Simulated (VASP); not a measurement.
# InSe in VASP: notebook

Runs on InSe. Level: PBE+D3(BJ). Tasks: single point.

Everything below comes from runs of VASP 6.6.1. Logs are shortened: lines on timing, memory, paths and dates and some standing lists are left out, and cuts for length are marked.

## 1. The cell of the first run

The cell holds a slab with vacuum, 8 atoms: a = 4.027 Å, b = 4.027 Å, c = 28.271 Å, α = 90.00°, β = 90.00°, γ = 120.00°.

## 2. Single point, PBE+D3(BJ) (layers slid over each other)

Contents of INCAR:

```
ALGO     = Normal         # electronic algorithm
DIPOL    = 0.5 0.5 0.412
EDIFF    = 1E-6           # SCF threshold, eV
ENCUT    = 400            # plane-wave cutoff, eV
GGA      = PE             # functional
GGA_COMPAT= F            
IDIPOL   = 3            
ISIF     = 2              # what is computed and relaxed
ISMEAR   = 0              # smearing method
IVDW     = 12             # dispersion correction
LASPH    = T              # aspherical terms in the spheres
LCHARG   = T              # write CHGCAR
LDIPOL   = T            
LELF     = T              # ELF
LREAL    = F              # projectors in reciprocal space
LVACPOTAV= T            
LVHAR    = T            
LWAVE    = F              # write WAVECAR
NBANDS   = 48             # bands
NELM     = 120            # most SCF steps
NELMDL   = -8           
PREC     = Accurate       # precision mode
SIGMA    = 0.05           # smearing width, eV
```

Contents of KPOINTS:

```
k-points
0
Gamma
  9 9 1
```

Contents of POSCAR:

```
InSe
1.0
    4.0266103653      0.0000000000      0.0000000000
   -2.0133051827      3.4871468675      0.0000000000
    0.0000000000      0.0000000000     28.2707107737
Se In
4 4
Direct
    0.0000000000      0.0000000000      0.1591753400
    0.0000000000      0.0000000000      0.3496677344
    0.0000000000      0.2222222222      0.4738244996
    0.0000000000      0.2222222222      0.6643168940
    0.6666666667      0.3333333333      0.2049979902
    0.6666666667      0.3333333333      0.3038451596
    0.6666666667      0.5555555556      0.5196471499
    0.6666666667      0.5555555556      0.6184943192
```

Potentials or basis: VASP PAW PBE potentials, release 64 (Se, In_d).

Started as:

```console
$ cat potpaw_PBE.64/Se/POTCAR potpaw_PBE.64/In_d/POTCAR > POTCAR
$ mpirun -np 1 vasp_std > vasp.out
```

OUTCAR:

```text
EDIFF = 1E-6
   ENCUT = 400
   GGA = PE
   ISIF = 2
   ISMEAR = 0
   IVDW = 12
   LASPH = T
   LREAL = F
   NELM = 120
   NELMDL = -8
   PREC = Accurate
 IVDW          = 12

 ion  position               nearest neighbor table
   1  0.000  0.000  0.159-   5 2.66   5 2.66   5 2.66
   2  0.000  0.000  0.350-   6 2.66   6 2.66   6 2.66
   3  0.000  0.222  0.474-   7 2.66   7 2.66   7 2.66
   4  0.000  0.222  0.664-   8 2.66   8 2.66   8 2.66
   5  0.667  0.333  0.205-   1 2.66   1 2.66   1 2.66   6 2.79
   6  0.667  0.333  0.304-   2 2.66   2 2.66   2 2.66   5 2.79
   7  0.667  0.556  0.520-   3 2.66   3 2.66   3 2.66   8 2.79
   8  0.667  0.556  0.618-   4 2.66   4 2.66   4 2.66   7 2.79

  LATTYP: Found a hexagonal cell.
 ALAT       =     4.0266103653
 C/A-ratio  =     7.0209700490

  Lattice vectors:

 A1 = (   4.0266103653,   0.0000000000,   0.0000000000)
 A2 = (  -2.0133051827,   3.4871468675,   0.0000000000)
 A3 = (   0.0000000000,   0.0000000000,  28.2707107737)

Analysis of symmetry for initial positions (statically):
=====================================================================
 Subroutine PRICEL returns:
 Original cell was already a primitive cell.

 Routine SETGRP: Setting up the symmetry group for a
 hexagonal supercell.

 Subroutine GETGRP returns: Found  2 space group operations
 (whereof  1 operations were pure point group operations)
 out of a pool of 24 trial point group operations.

The static configuration has the point symmetry C_1 .
 The point group associated with its full space group is C_2 .

Analysis of symmetry for dynamics (positions and initial velocities):
=====================================================================
 Subroutine PRICEL returns:
 Original cell was already a primitive cell.

 Routine SETGRP: Setting up the symmetry group for a
 hexagonal supercell.

 Subroutine GETGRP returns: Found  2 space group operations
 (whereof  1 operations were pure point group operations)
 out of a pool of 24 trial point group operations.

The dynamic configuration has the point symmetry C_1 .
 The point group associated with its full space group is C_2 .

 Subroutine INISYM returns: Found  2 space group operations
 (whereof  1 operations are pure point group operations),
 and found     1 'primitive' translations

----------------------------------------------------------------------------------------

                                     Primitive cell

  volume of cell :     396.9598

  direct lattice vectors                    reciprocal lattice vectors
     4.026610365  0.000000000  0.000000000     0.248347843  0.143383694  0.000000000
    -2.013305183  3.487146867  0.000000000     0.000000000  0.286767388  0.000000000
     0.000000000  0.000000000 28.270710774     0.000000000  0.000000000  0.035372298

  length of vectors
     4.026610365  4.026610365 28.270710774     0.286767388  0.286767388  0.035372298

  position of ions in fractional coordinates (direct lattice)
     0.000000000  0.000000000  0.159175340
     0.000000000  0.000000000  0.349667734
     0.000000000  0.222222222  0.473824500
     0.000000000  0.222222222  0.664316894
     0.666666667  0.333333333  0.204997990
     0.666666667  0.333333333  0.303845160
     0.666666667  0.555555556  0.519647150
     0.666666667  0.555555556  0.618494319

  ion indices of the primitive-cell ions
   primitive index   ion index
                 1           1
                 2           2
                 3           3
                 4           4
                 5           5
                 6           6
                 7           7
                 8           8

----------------------------------------------------------------------------------------

 KPOINTS: k-points

Automatic generation of k-mesh.
 Grid dimensions read from file:
 generate k-points for:    9    9    1

 Generating k-lattice:

  Cartesian coordinates                     Fractional coordinates (reciprocal lattice)
     0.027594205  0.015931522  0.000000000     0.111111111  0.000000000  0.000000000
     0.000000000  0.031863043  0.000000000     0.000000000  0.111111111  0.000000000
     0.000000000  0.000000000  0.035372298     0.000000000  0.000000000  1.000000000

  Length of vectors
     0.031863043  0.031863043  0.035372298

  Shift w.r.t. Gamma in fractional coordinates (k-lattice)
     0.000000000  0.000000000  0.000000000

 Subroutine IBZKPT returns following result:
 ===========================================

 Found     25 irreducible k-points:

 Following reciprocal coordinates:
            Coordinates               Weight
  0.000000  0.000000  0.000000      1.000000
  0.111111  0.000000  0.000000      2.000000
  0.000000  0.111111  0.000000      4.000000
  0.222222 -0.000000  0.000000      2.000000
  0.000000  0.222222  0.000000      4.000000
  0.333333  0.000000  0.000000      2.000000
[... 16 lines left out ...]
 -0.222222 -0.444444  0.000000      4.000000
  0.444444  0.333333  0.000000      4.000000
   k-points           NKPTS =     25   k-points in BZ     NKDIM =     25   number of bands    NBANDS=     48
   number of dos      NEDOS =    301   number of ions     NIONS =      8
   total plane-waves  NPLWV = 150528
   dimension x,y,z NGX =    28 NGY =   28 NGZ =  192
   dimension x,y,z NGXF=    56 NGYF=   56 NGZF=  384
   ions per type =               4   4
   NGX,Y,Z   is equivalent  to a cutoff of  11.56, 11.56, 11.29 a.u.
   NGXF,Y,Z  is equivalent  to a cutoff of  23.12, 23.12, 22.58 a.u.
 SYSTEM =  unknown system
   PREC   = accura    normal or accurate (medium, high low for compatibility)
   ISTART =      0    job   : 0-new  1-cont  2-samecut
   ICHARG =      2    charge: 1-file 2-atom 10-const
   ISPIN  =      1    spin polarized calculation?
   LNONCOLLINEAR =      F non collinear calculations
   LSORBIT =      F    spin-orbit coupling
   LASPH  =      T    aspherical Exc in radial PAW
   ENCUT  =  400.0 eV  29.40 Ry    5.42 a.u.   6.57  6.57 46.10*2*pi/ulx,y,z
   NELM   =    120;   NELMIN=  2; NELMDL= -8     # of ELM steps
   EDIFF  = 0.1E-05   stopping-criterion for ELM
   LREAL  =      F    real-space projection
   EDIFFG = 0.1E-04   stopping-criterion for IOM
   NSW    =      0    number of steps for IOM
   IBRION =     -1    ionic relax: 0-MD 1-quasi-New 2-CG
   NFREE  =      0    steps in history (QN), initial steepest desc. (CG)
   ISIF   =      2    stress and relaxation
   ISYM   =      2    0-nonsym 1-usesym 2-fastsym
   POTIM  = 0.5000    time-step for ionic-motion
   TEBEG  =    0.0;   TEEND  =   0.0 temperature during run
   PSTRESS=    0.0 pullay stress
   NELECT =      76.0000    total number of electrons
   NUPDOWN=      -1.0000    fix difference up-down
   EMIN   =  10.00;   EMAX   =-10.00  energy-range for DOS
   EFERMI =   0.00;   METHOD = LEGACY
   ISMEAR =     0;   SIGMA  =   0.05  broadening in eV -4-tet -1-fermi 0-gaus
   EFERMI_NEDOS =   21; number of points for ismear=-14 and -15
   IALGO  =     38    algorithm
   IMIX   =      4    mixing-type and parameters
     AMIX     =   0.40;   BMIX     =  1.00
     AMIX_MAG =   1.60;   BMIX_MAG =  1.00
  volume/ion in A,a.u.               =      49.62       334.85
  Fermi-wavevector in a.u.,A,eV,Ry     =   0.943548  1.783047 12.113024  0.890282
  Thomas-Fermi vector in A             =   2.071266
   LORBIT       =      0    0 simple, 1 ext, 2 COOP (PROOUT), +10 PAW based schemes
   GGA     = PE    functional components
   LHFCALC =     F    Hartree Fock is set to
   AEXX    =    0.0000 exact exchange contribution
   IVDW    =    12    specifies the selected vdW correction
   LEPSILON=     F    determine dielectric tensor
   LRPA    =     F    only Hartree local field effects (RPA)
 non-spin polarized calculation
 Gauss-broadening in eV      SIGMA  =   0.05
  energy-cutoff  :      400.00
  volume of cell :      396.96
 maximum number of plane-waves:      7281
 NGX is ok and might be reduce to    28
   NGX = 13   NGY = 13   NGZ = 93

 number of electron      76.0000012 magnetization

 dipolmoment           0.000000      0.000000     -0.000012 electrons x Angstroem

 Free energy of the ion-electron system (eV)
  ---------------------------------------------------
  ext. energy  EPLUGINS =         0.00000000
  ---------------------------------------------------
  free energy    TOTEN  =       -28.36809524 eV

  energy without entropy =      -28.36809524  energy(sigma->0) =      -28.36809524

 E-fermi :   0.0248     XC(G=0):  -5.6765

 val. band max:       -0.1950166361   @ k =   0.1111   0.0000   0.0000
 cond. band min:       0.9467413342   @ k =   0.0000   0.0000   0.0000
 fundamental gap:      1.1417579703
 Fermi energy:         0.0248445854

 k-point     1 :       0.0000    0.0000    0.0000
  band No.  band energies     occupation
      1     -14.5146      2.00000
      2     -14.5144      2.00000
      3     -14.3317      2.00000
      4     -14.3316      2.00000
      5     -14.3308      2.00000
      6     -14.3308      2.00000
[... 40 lines left out ...]
     47       5.0354      0.00000
     48       5.2188      0.00000

 k-point     2 :       0.1111    0.0000    0.0000
  band No.  band energies     occupation
      1     -14.5141      2.00000
      2     -14.5138      2.00000
      3     -14.3723      2.00000
      4     -14.3704      2.00000
      5     -14.3294      2.00000
      6     -14.3294      2.00000
[... 40 lines left out ...]
     47       5.0904      0.00000
     48       5.2083      0.00000

 k-point     3 :       0.0000    0.1111    0.0000
  band No.  band energies     occupation
      1     -14.5141      2.00000
      2     -14.5137      2.00000
      3     -14.3722      2.00000
      4     -14.3702      2.00000
      5     -14.3298      2.00000
      6     -14.3291      2.00000
[... 40 lines left out ...]
     47       5.0858      0.00000
     48       5.2144      0.00000

 k-point     4 :       0.2222   -0.0000    0.0000
  band No.  band energies     occupation
      1     -14.5279      2.00000
      2     -14.5257      2.00000
      3     -14.4411      2.00000
      4     -14.4381      2.00000
      5     -14.3865      2.00000
      6     -14.3830      2.00000
[... 958 lines left out ...]
     47       5.2539      0.00000
     48       5.3551      0.00000

 k-point    23 :      -0.2222   -0.4444    0.0000
  band No.  band energies     occupation
      1     -14.6235      2.00000
      2     -14.6176      2.00000
      3     -14.5227      2.00000
      4     -14.5184      2.00000
      5     -14.4576      2.00000
      6     -14.4574      2.00000
[... 40 lines left out ...]
     47       5.2480      0.00000
     48       5.3630      0.00000

 k-point    24 :       0.4444    0.3333    0.0000
  band No.  band energies     occupation
      1     -14.6236      2.00000
      2     -14.6176      2.00000
      3     -14.5228      2.00000
      4     -14.5184      2.00000
      5     -14.4576      2.00000
      6     -14.4574      2.00000
[... 40 lines left out ...]
     47       5.2442      0.00000
     48       5.3609      0.00000

 [... further k-points ...]

------------------------ aborting loop because EDIFF is reached ----------------------------------------

 Edisp (eV)   -1.99279

 E8    (eV) :    -0.9339

  FORCE on cell =-STRESS in cart. coord.  units (eV):
  Direction    XX          YY          ZZ          XY          YZ          ZX
  --------------------------------------------------------------------------------------
  -------------------------------------------------------------------------------------
  Total      -0.11070    -0.07868    -0.01198    -0.02773     0.17176    -0.09916
  in kB      -0.44679    -0.31756    -0.04837    -0.11191     0.69324    -0.40024
  external pressure =       -0.27 kB  Pullay stress =        0.00 kB

 VOLUME and BASIS-vectors are now :
 -----------------------------------------------------------------------------
  energy-cutoff  :      400.00
  volume of cell :      396.96
      direct lattice vectors                 reciprocal lattice vectors
     4.026610365  0.000000000  0.000000000     0.248347843  0.143383694  0.000000000
    -2.013305183  3.487146867  0.000000000     0.000000000  0.286767388  0.000000000
     0.000000000  0.000000000 28.270710774     0.000000000  0.000000000  0.035372298

 POSITION                                       TOTAL-FORCE (eV/Angst)
 -----------------------------------------------------------------------------------
      0.00000      0.00000      4.50000         0.000639     -0.000937     -0.011666
      0.00000      0.00000      9.88536         0.022356     -0.042445     -0.001440
     -0.44740      0.77492     13.39536        -0.025580      0.040584      0.001440
     -0.44740      0.77492     18.78071        -0.000492      0.001022      0.011666
      2.01331      1.16238      5.79544         0.000883     -0.003523      0.010336
      2.01331      1.16238      8.58992         0.000408      0.004840     -0.009529
      1.56590      1.93730     14.69079         0.004396     -0.002067      0.009529
      1.56590      1.93730     17.48527        -0.002609      0.002526     -0.010336
 -----------------------------------------------------------------------------------
    total drift:                               -0.002641     -0.001546     -0.002128

  FREE ENERGIE OF THE ION-ELECTRON SYSTEM (eV)
  ---------------------------------------------------
  free  energy   TOTEN  =       -30.3608834480 eV

  energy  without entropy=      -30.3608834480  energy(sigma->0) =      -30.36088345

 vacuum level on the upper side and lower side of the slab         5.498         5.498
```

It took 18 min on 1 thread of Intel Xeon 8259CL, shared host; peak memory 0.53 GiB.

Results:

- Free energy: -30.3609 eV
- Largest force: 0.048 eV/Å
- Band gap on the k mesh: 1.14 eV (least direct gap 1.19 eV)
- Dispersion energy per atom: -0.249 eV

Forces on the atoms (eV/Å):
```
Se   0.001 -0.001 -0.012
Se   0.022 -0.042 -0.001
Se  -0.026  0.041  0.001
Se   0.000  0.001  0.012
In   0.001 -0.004  0.010
In   0.000  0.005 -0.010
In   0.004 -0.002  0.010
In  -0.003  0.003 -0.010
```

Caveat: the cell differs from its parent crystal (layers slid over each other); spin-orbit coupling is left out, which moves the levels of the heavy elements.

## 3. Single point, PBE+D3(BJ) (layers slid over each other)

Contents of INCAR:

```
SYSTEM = InSe
ALGO = Normal
DIPOL = 0.5 0.5 0.412
EDIFF = 1E-6
ENCUT = 400
GGA = PE
GGA_COMPAT = .FALSE.
IDIPOL = 3
ISIF = 2
ISMEAR = 0
IVDW = 12
LASPH = .TRUE.
LCHARG = .FALSE.
LDIPOL = .TRUE.
LREAL = .FALSE.
LWAVE = .FALSE.
NBANDS = 48
NELM = 120
NELMDL = -8
PREC = Accurate
SIGMA = 0.05
```

Contents of KPOINTS:

```
k-points
0
G
  9 9 1
  0 0 0
```

Contents of POSCAR:

```
InSe
1.0
    4.0266103653      0.0000000000      0.0000000000
   -2.0133051827      3.4871468675      0.0000000000
    0.0000000000      0.0000000000     28.2707107737
Se In
4 4
Direct
    0.0000000000      0.0000000000      0.1591753400
    0.0000000000      0.0000000000      0.3496677344
    0.0000000000      0.4444444444      0.4738244996
    0.0000000000      0.4444444444      0.6643168940
    0.6666666667      0.3333333333      0.2049979902
    0.6666666667      0.3333333333      0.3038451596
    0.6666666667      0.7777777778      0.5196471499
    0.6666666667      0.7777777778      0.6184943192
```

Potentials or basis: VASP PAW PBE potentials, release 64 (Se, In_d).

Started as:

```console
$ cat potpaw_PBE.64/Se/POTCAR potpaw_PBE.64/In_d/POTCAR > POTCAR
$ mpirun -np 1 vasp_std > vasp.out
```

It took 18 min on 1 thread of Intel Xeon 8259CL, shared host; peak memory 0.54 GiB.

It converged, with:

```yaml
Free_energy: -30.3934 eV
Largest_force: 0.067 eV/Å
Band_gap_on_the_k_mesh: 1.20 eV (least direct gap 1.25 eV)
Dispersion_energy_per_atom: -0.249 eV
```

Forces on the atoms (eV/Å):
```
Se   0.000 -0.001 -0.012
Se   0.003 -0.015  0.065
Se  -0.011  0.010 -0.065
Se  -0.001  0.000  0.012
In  -0.001 -0.001  0.014
In   0.005  0.005  0.020
In   0.006  0.002 -0.020
In  -0.001  0.000 -0.014
```

Levels at points of the mesh, in eV from the valence-band top:
| k point | band 34 | band 35 | band 36 | band 37 | band 38 | band 39 | band 40 | band 41 | band 42 | band 43 |
| --- | --- | --- | --- | --- | --- | --- | --- | --- | --- | --- |
| (0.00, 0.00, 0.00) | -0.64 | -0.62 | -0.60 | -0.59 | -0.04 | 1.20 | 1.69 | 2.58 | 2.63 | 4.80 |

Caveat: the cell differs from its parent crystal (layers slid over each other); spin-orbit coupling is left out, which moves the levels of the heavy elements.

## 4. Single point, PBE+D3(BJ) (layers slid over each other)

Contents of INCAR:

```
ALGO = Normal
DIPOL = 0.5 0.5 0.412
EDIFF = 1E-6
ENCUT = 400
GGA = PE
GGA_COMPAT = F
IDIPOL = 3
ISIF = 2
ISMEAR = 0
IVDW = 12
LASPH = T
LCHARG = F
LDIPOL = T
LREAL = F
LWAVE = F
NBANDS = 48
NELM = 120
NELMDL = -8
PREC = Accurate
SIGMA = 0.05
```

Contents of KPOINTS:

```
k-points
0
Gamma
  9 9 1
```

Contents of POSCAR:

```
InSe
1.0
    4.0266103653      0.0000000000      0.0000000000
   -2.0133051827      3.4871468675      0.0000000000
    0.0000000000      0.0000000000     28.2707107737
Se In
4 4
Direct
    0.0000000000      0.0000000000      0.1591753400
    0.0000000000      0.0000000000      0.3496677344
    0.0000000000      0.6666666667      0.4738244996
    0.0000000000      0.6666666667      0.6643168940
    0.6666666667      0.3333333333      0.2049979902
    0.6666666667      0.3333333333      0.3038451596
    0.6666666667      1.0000000000      0.5196471499
    0.6666666667      1.0000000000      0.6184943192
```

Started as:

```console
$ cat potpaw_PBE.64/Se/POTCAR potpaw_PBE.64/In_d/POTCAR > POTCAR
$ mpirun -np 1 vasp_std > vasp.out
```

Run time: 7.7 min. Hardware: 1 thread of AMD EPYC 9R45 (Zen 5), shared host; peak memory 0.51 GiB.

Results (log left out):

```
Free energy                : -30.3811 eV
Largest force              : 0.056 eV/Å
Band gap on the k mesh     : 1.18 eV (least direct gap 1.23 eV)
Dispersion energy per atom : -0.249 eV
```

Forces in eV/Å, atoms in the order of the input:
```
Se  -0.001  0.001 -0.012
Se  -0.022  0.032  0.041
Se   0.016 -0.035 -0.041
Se   0.000 -0.001  0.012
In  -0.002  0.001  0.013
In   0.006 -0.001  0.009
In   0.002  0.006 -0.009
In   0.000 -0.003 -0.013
```

Levels at points of the mesh, in eV from the valence-band top:
| k point | band 35 | band 36 | band 37 | band 38 | band 39 | band 40 | band 41 | band 42 |
| --- | --- | --- | --- | --- | --- | --- | --- | --- |
| (0.00, 0.00, 0.00) | -0.64 | -0.64 | -0.62 | -0.05 | 1.18 | 1.67 | 2.54 | 2.61 |

Caveat: the cell differs from its parent crystal (layers slid over each other); spin-orbit coupling is left out, which moves the levels of the heavy elements.

## 5. The runs side by side

```csv
cell,gap on the mesh (eV),largest force (eV/Å)
"as given, atomic positions A",1.14,0.05
"as given, atomic positions B",1.20,0.07
"as given, atomic positions C",1.18,0.06
```

Alike in all rows: task single point; level PBE+D3(BJ); potentials or basis VASP PAW PBE potentials, release 64 (Se, In_d); no spin polarisation; k mesh 9 × 9 × 1; cutoff (eV) 400; smearing gaussian 0.05 eV.

Caveats: spin-orbit coupling is left out, which moves the levels of the heavy elements.

Total energies depend on the potentials used, so only differences within one code and one set of settings carry meaning.
